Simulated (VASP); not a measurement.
KCl: single point with HSE06

The system is KCl.

```
K Cl
1.0
     0.00000    3.14485    3.14485
     3.14485    0.00000    3.14485
     3.14485    3.14485    0.00000
K Cl
1 1
Direct
  0.00000 0.00000 0.00000
  0.50000 0.50000 0.50000
```

* Program: VASP 6.6.1
* Task: single point
* Functional: HSE06
* Potentials or basis: VASP PAW PBE potentials, release 64 (K_sv, Cl)
* Cutoff: 520 eV
* k mesh: 4 × 4 × 4
* Occupations: gaussian, width 0.01 eV
* Spin: no spin polarisation

```yaml
Pressure: 0.5 GPa
Band_gap_on_the_k_mesh: 6.50 eV, direct
```

Levels at points of the mesh, in eV from the valence-band top:
| k point | band 5 | band 6 | band 7 | band 8 | band 9 | band 10 | band 11 | band 12 |
| --- | --- | --- | --- | --- | --- | --- | --- | --- |
| (0.00, 0.00, 0.00) | -11.37 | 0.00 | 0.00 | 0.00 | 6.50 | 9.92 | 9.92 | 9.92 |
| (0.50, 0.00, 0.00) | -11.14 | -1.10 | -0.34 | -0.34 | 8.90 | 10.11 | 12.32 | 12.32 |
| (0.50, 0.50, 0.00) | -11.42 | -0.70 | -0.24 | -0.24 | 7.89 | 9.83 | 11.50 | 12.03 |

It took 7.5 min on 1 thread of AMD EPYC 7R13 Processor (Zen 3) (shared host), peak memory 0.28 GiB.

Caveat: the k points lie up to 0.43 Å⁻¹ apart; the PAW data sets were made with another functional, which shifts forces and pressure a little.
